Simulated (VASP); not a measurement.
A run of VASP 6.6.1:

INCAR

```
SYSTEM = ZnO
PREC = Accurate
ENCUT = 600
EDIFF = 1E-6
ISMEAR = 0
SIGMA = 0.1
LREAL = .False.
LASPH = .True.
NELM = 120
ALGO = Normal
ISIF = 2
LWAVE = .False.
LCHARG = .True.
GGA = PS
LELF = .True.
LVHAR = .True.
NBANDS = 26
GGA_COMPAT = .False.
```

File KPOINTS:

```
Automatic mesh
0
Gamma
  6 6 4
  0 0 0
```

The input POSCAR:

```
ZnO
1.0
    3.2400000000      0.0000000000      0.0000000000
   -1.6200000000      2.8059223000      0.0000000000
    0.0000000000      0.0000000000      5.2200000000
Zn O
2 2
Direct
    0.3333333000      0.6666667000      0.0000000000
    0.6666667000      0.3333333000      0.5000000000
    0.3333333000      0.6666667000      0.3770000000
    0.6666667000      0.3333333000      0.8770000000
```

Potentials or basis: VASP PAW PBE potentials, release 64 (Zn, O).

Launch:

```console
$ cat potpaw_PBE.64/Zn/POTCAR potpaw_PBE.64/O/POTCAR > POTCAR
$ mpirun -np 1 vasp_std > vasp.out
```

Hardware: 1 thread of AMD EPYC 7R13 Processor (Zen 3) (shared host).

Question: Estimate the wall time of this run.

Answer: Run time: 25 s on 1 thread of AMD EPYC 7R13 Processor (Zen 3) (shared host), peak memory 0.15 GiB. Counts: scf iterations 13, k points 21.
